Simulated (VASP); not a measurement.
# In2O3 (P-3m1) in VASP: settings compared, part 2 of 3

VASP 6.6.1. The steps go on from the part before.

**4. Single point, LDA**

This run uses another cell than the first one, of 12.35 Å³/atom, 1.036 times its volume.

File INCAR:

```
SYSTEM = In2O3
PREC     = Accurate       ! precision mode
ENCUT    = 520            ! plane-wave cutoff, eV
EDIFF    = 1E-6           ! SCF threshold, eV
ISMEAR   = 0              ! smearing method
SIGMA    = 0.01           ! smearing width, eV
LREAL    = .FALSE.        ! projectors in reciprocal space
LASPH    = .TRUE.         ! aspherical terms in the spheres
NELM     = 60             ! most SCF steps
ALGO     = Normal         ! electronic algorithm
ISIF     = 2              ! what is computed and relaxed
LWAVE    = .FALSE.        ! write WAVECAR
LCHARG   = .TRUE.         ! write CHGCAR
GGA      = CA             ! functional
LELF     = .TRUE.         ! ELF
LVHAR    = .TRUE.       
NBANDS   = 30             ! bands
```

File KPOINTS:

```
Automatic mesh
0
G
  12 12 4
  0 0 0
```

File POSCAR:

```
In2O3
1.0
    3.4198147543      0.0000000000      0.0000000000
   -1.7099073772      2.9616464535      0.0000000000
    0.0000000000      0.0000000000      6.0963728731
In O
2 3
Direct
    0.3333333333      0.6666666667      0.2370774608
    0.6666666667      0.3333333333      0.7629225392
    0.0000000000      0.0000000000      0.0000000000
    0.3333333333      0.6666666667      0.6542361063
    0.6666666667      0.3333333333      0.3457638937
```

Potentials or basis: VASP PAW LDA potentials, release 64 (In_d, O).

The run is started by

```
$ cat potpaw_LDA.64/In_d/POTCAR potpaw_LDA.64/O/POTCAR > POTCAR
$ mpirun -np 1 vasp_std > vasp.out
```

OUTCAR:

```text
SYSTEM = In2O3
   PREC = Accurate
   ENCUT = 520
   EDIFF = 1E-6
   ISMEAR = 0
   LREAL = .FALSE.
   LASPH = .TRUE.
   NELM = 60
   ISIF = 2
   GGA = CA

 ion  position               nearest neighbor table
   1  0.333  0.667  0.237-   5 2.08   5 2.08   5 2.08   3 2.45   3 2.45   3 2.45   4 2.54   2 3.50
                             2 3.50   2 3.50   2 3.76   2 3.76   2 3.76
   2  0.667  0.333  0.763-   4 2.08   4 2.08   4 2.08   3 2.45   3 2.45   3 2.45   5 2.54   1 3.50
                             1 3.50   1 3.50   1 3.76   1 3.76   1 3.76
   3  0.000  0.000  0.000-   1 2.45   2 2.45   2 2.45   1 2.45   2 2.45   1 2.45
   4  0.333  0.667  0.654-   2 2.08   2 2.08   2 2.08   1 2.54
   5  0.667  0.333  0.346-   1 2.08   1 2.08   1 2.08   2 2.54

  LATTYP: Found a hexagonal cell.
 ALAT       =     3.4198147543
 C/A-ratio  =     1.7826617262

  Lattice vectors:

 A1 = (   3.4198147543,   0.0000000000,   0.0000000000)
 A2 = (  -1.7099073772,   2.9616464535,   0.0000000000)
 A3 = (   0.0000000000,   0.0000000000,   6.0963728731)

Analysis of symmetry for initial positions (statically):
=====================================================================
 Subroutine PRICEL returns:
 Original cell was already a primitive cell.
[... 174 lines left out ...]

  energy without entropy =      -31.13127337  energy(sigma->0) =      -31.13127337

 E-fermi :   5.9974     XC(G=0): -11.9432

 val. band max:        5.8904358480   @ k =   0.2500   0.0000   0.2500
 cond. band min:       6.5799332101   @ k =   0.0000   0.0000   0.0000
 fundamental gap:      0.6894973620
 Fermi energy:         5.9974162746

 k-point     1 :       0.0000    0.0000    0.0000
  band No.  band energies     occupation
      1     -11.8262      2.00000
      2     -10.8412      2.00000
      3      -9.9580      2.00000
      4      -6.7384      2.00000
      5      -6.7384      2.00000
      6      -6.7018      2.00000
[... 781 lines left out ...]
     29      17.7979      0.00000
     30      18.4907      0.00000

 [... further k-points ...]
[... 5 lines left out ...]
  --------------------------------------------------------------------------------------
  -------------------------------------------------------------------------------------
  Total       -1.7908186     -1.7908186     -1.6797640      0.0000000      0.0000000      0.0000000
  in kB      -46.4680955    -46.4680955    -43.5864541      0.0000000      0.0000000      0.0000000
  external PRESSURE =     -45.5075484 kB  Pullay stress =       0.0000000 kB

 VOLUME and BASIS-vectors are now :
 -----------------------------------------------------------------------------
  energy-cutoff  :      520.00
  volume of cell :       61.75
      direct lattice vectors                 reciprocal lattice vectors
     3.419814754  0.000000000  0.000000000     0.292413500  0.168825013  0.000000000
    -1.709907377  2.961646454  0.000000000     0.000000000  0.337650025  0.000000000
     0.000000000  0.000000000  6.096372873     0.000000000  0.000000000  0.164031961

 POSITION                                       TOTAL-FORCE (eV/Angst)
 -----------------------------------------------------------------------------------
     -0.00000      1.97443      1.44531        -0.000000     -0.000000      0.002644
      1.70991      0.98722      4.65106         0.000000      0.000000     -0.002644
      0.00000      0.00000      0.00000         0.000000     -0.000000      0.000000
     -0.00000      1.97443      3.98847         0.000000     -0.000000      0.008042
      1.70991      0.98722      2.10791        -0.000000      0.000000     -0.008042
 -----------------------------------------------------------------------------------
    total drift:                                0.000000     -0.000000     -0.000000

  FREE ENERGIE OF THE ION-ELECTRON SYSTEM (eV)
  ---------------------------------------------------
  free  energy   TOTEN  =       -31.1312733679 eV

  energy  without entropy=      -31.1312733679  energy(sigma->0) =      -31.13127337
```

OSZICAR:

```text
N       E                     dE             d eps       ncg     rms          rms(c)
DAV:   1     0.486467604389E+03    0.48647E+03   -0.21584E+04  4268   0.212E+03
DAV:   2     0.357798839798E+02   -0.45069E+03   -0.42534E+03  4356   0.517E+02
DAV:   3    -0.328077921325E+02   -0.68588E+02   -0.66754E+02  4952   0.193E+02
DAV:   4    -0.360075366214E+02   -0.31997E+01   -0.31844E+01  5104   0.427E+01
DAV:   5    -0.360980916491E+02   -0.90555E-01   -0.90536E-01  5230   0.722E+00    0.158E+01
DAV:   6    -0.312672787501E+02    0.48308E+01   -0.15260E+01  6396   0.575E+01    0.119E+01
DAV:   7    -0.312225871542E+02    0.44692E-01   -0.15278E+00  4556   0.982E+00    0.311E+00
DAV:   8    -0.311579988960E+02    0.64588E-01   -0.14431E-01  6212   0.297E+00    0.136E+00
DAV:   9    -0.311329053902E+02    0.25094E-01   -0.27239E-02  6330   0.235E+00    0.378E-01
DAV:  10    -0.311312581574E+02    0.16472E-02   -0.82382E-03  5646   0.762E-01    0.164E-01
DAV:  11    -0.311313052095E+02   -0.47052E-04   -0.24023E-03  6224   0.429E-01    0.925E-02
DAV:  12    -0.311312732948E+02    0.31915E-04   -0.23734E-04  6280   0.139E-01    0.201E-02
DAV:  13    -0.311312734526E+02   -0.15779E-06   -0.42016E-05  5230   0.510E-02    0.577E-03
DAV:  14    -0.311312733679E+02    0.84735E-07   -0.22293E-06  4242   0.122E-02
   1 F= -.31131273E+02 E0= -.31131273E+02  d E =-.116136E-53
```

stdout:

```text
POSCAR found type information on POSCAR InO
 POSCAR found :  2 types and       5 ions
 scaLAPACK will be used
 LDA part: xc-table for (Slater(with rela. corr.)+CA(PZ))
 , standard interpolation
 POSCAR, INCAR and KPOINTS ok, starting setup
 FFT: planning ... GRIDC
 FFT: planning ... GRID_SOFT
 FFT: planning ... GRID
 WAVECAR not read
 entering main loop
```

Run time: 1.7 min. Hardware: 1 thread of AMD EPYC 7R13 (Zen 3), shared host; peak memory 0.2 GiB.

Results:

| Property | Result |
| --- | --- |
| Free energy | -31.1313 eV |
| Pressure | -4.6 GPa |
| Largest force | 0.008 eV/Å |
| Band gap on the k mesh | 0.69 eV, indirect (least direct gap 0.71 eV) |

Forces on the atoms (eV/Å):
```
In   0.000  0.000  0.003
In   0.000  0.000 -0.003
O    0.000  0.000  0.000
O    0.000  0.000  0.008
O    0.000  0.000 -0.008
```

Stress tensor (GPa, compression positive):
```
-4.65  0.00  0.00
 0.00 -4.65  0.00
 0.00  0.00 -4.36
```

Levels at points of the mesh, in eV from the valence-band top:
```tsv
k point	band 19	band 20	band 21	band 22	band 23	band 24	band 25	band 26
(0.00, 0.00, 0.00)	-1.07	-0.59	-0.59	-0.02	0.69	4.98	5.91	10.89
(0.50, 0.00, 0.00)	-1.35	-1.05	-0.58	-0.35	3.86	6.10	7.06	9.28
(0.00, 0.00, 0.50)	-0.78	-0.78	-0.73	-0.73	2.89	3.78	5.47	10.10
(0.50, 0.00, 0.50)	-1.81	-1.30	-0.26	-0.01	4.27	5.98	6.32	8.71
```

Caveat: spin-orbit coupling is left out, which moves the levels of the heavy elements. A k mesh can miss the band edges.

[end of part 2 of 3]
